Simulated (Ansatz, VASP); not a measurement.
Ag in VASP and in Ansatz

INCAR

```
SYSTEM = Ag
  PREC = Accurate
  ENCUT = 520
  EDIFF = 1E-7
  ISMEAR = -1
  SIGMA = 0.03
  LREAL = .False.
  LASPH = .True.
  NELM = 100
  ALGO = Normal
  ISIF = 2
  LWAVE = .False.
  LCHARG = .False.
  GGA = PE
  NBANDS = 12
```

KPOINTS

```
regular mesh
0
Gamma
  15 15 15
  0 0 0
```

File POSCAR:

```
Ag
1.0
    0.0000000000      2.0831709575      2.0831709575
    2.0831709575      0.0000000000      2.0831709575
    2.0831709575      2.0831709575      0.0000000000
Ag
1
Direct
    0.0000000000      0.0000000000      0.0000000000
```

Input for Ansatz:

```yaml
crystal:
  lattice:
    - [0.0, 2.0831709575, 2.0831709575]
    - [2.0831709575, 0.0, 2.0831709575]
    - [2.0831709575, 2.0831709575, 0.0]
  atoms:
    - { symbol: Ag, position: [0.0, 0.0, 0.0] }
kpoints:
  mp_grid: { grid: [15, 15, 15] }
scf:
  occupations: { method: fermi_dirac, width: 0.03 }
hamiltonian:
  xc: pbe
  pseudopotentials: { kind: all_electron, lapw: { basis_error: 0.0005 } }
output:
  forces: true
  stress: true
  eigenvalues: true
```

Change from the starting cell: volume scaled by 1.06.

Alike in both runs: task single point; functional PBE; k mesh 15 × 15 × 15; occupations fermi-dirac, width 0.03 eV; no spin polarisation.

|  | VASP | Ansatz |
| --- | --- | --- |
| version | VASP 6.6.1 | Ansatz 0.2.0 |
| potentials or method | VASP PAW PBE potentials, release 64 (Ag), cutoff 520 eV | all-electron LAPW, scalar-relativistic |

```tsv
	VASP	Ansatz	Ansatz less VASP
pressure (GPa)	-1.3	-1.3	+0.08
```

Ansatz ran all-electron here, and VASP with PAW potentials.
